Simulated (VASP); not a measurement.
MgO, 2 atoms in the cell. It takes space group Fm-3m (No. 225, cubic). Conventional cell: a = 4.126 Å, b = 4.126 Å, c = 4.126 Å, α = 90.00°, β = 90.00°, γ = 90.00°. Mg (site symmetry m-3m) has 6 O at 2.06 Å within 2.7 Å. O (site symmetry m-3m) has 6 Mg at 2.06 Å within 2.7 Å. 

| Property | Result |
| --- | --- |
| Program | VASP 6.6.1 |
| Task | single point |
| Functional | LDA |
| Potentials or basis | VASP PAW LDA potentials, release 64 (Mg, O) |
| Cutoff | 600 eV |
| k mesh | 10 × 10 × 10 |
| Occupations | gaussian, width 0.02 eV |
| Spin | no spin polarisation |
| Dipole correction | no |
| Further INCAR settings | ALGO = Normal; EDIFF = 1e-06; NBANDS = 11 |

Potentials or basis: VASP PAW LDA potentials, release 64 (Mg, O).

Run with:

```sh
$ cat potpaw_LDA.64/Mg/POTCAR potpaw_LDA.64/O/POTCAR > POTCAR
$ mpirun -np 1 vasp_std > vasp.out
```

Hardware: 1 thread of Intel(R) Xeon(R) Platinum 8559C (Emerald Rapids) (shared host).

Question: How long does it take, and how much memory?

Answer: Wall time 4 s on 1 thread of Intel(R) Xeon(R) Platinum 8559C (Emerald Rapids) (shared host), peak memory 0.13 GiB. Counts: scf iterations 11, k points 47.
